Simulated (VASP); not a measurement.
A run of VASP 6.6.1:

INCAR

```
SYSTEM = Cr
PREC = Accurate ; ENCUT = 600
EDIFF = 1E-6 ; ISMEAR = -1
SIGMA = 0.1 ; LREAL = .FALSE.
LASPH = .TRUE. ; NELM = 100
ALGO = Normal ; ISIF = 3
LWAVE = .FALSE. ; LCHARG = .FALSE.
GGA = RP ; IBRION = 2
NSW = 80 ; EDIFFG = -0.01
```

File KPOINTS:

```
Automatic mesh
0
G
  14 14 4
  0 0 0
```

File POSCAR:

```
Cr
1.0
    2.5692592270      0.0000000000      0.0000000000
   -1.2846296135      2.2250437595      0.0000000000
    0.0000000000      0.0000000000      8.3912006354
Cr
4
Direct
    0.0000000000      0.0000000000      0.0000000000
    0.0000000000      0.0000000000      0.5000000000
    0.3333333333      0.6666666667      0.2500000000
    0.6666666667      0.3333333333      0.7500000000
```

Potentials or basis: VASP PAW PBE potentials, release 64 (Cr_pv).

Launch:

```bash
$ cat potpaw_PBE.64/Cr_pv/POTCAR > POTCAR
$ mpirun -np 1 vasp_std > vasp.out
```

Hardware: 1 thread of Intel(R) Xeon(R) 6975P-C (Granite Rapids) (shared host).

Task: How long does it take, and how much memory?

Result: Run time: 5.1 min on 1 thread of Intel(R) Xeon(R) 6975P-C (Granite Rapids), with other jobs on the host, peak memory 0.24 GiB. Counts: scf iterations 73, k points 72, ion steps 8.
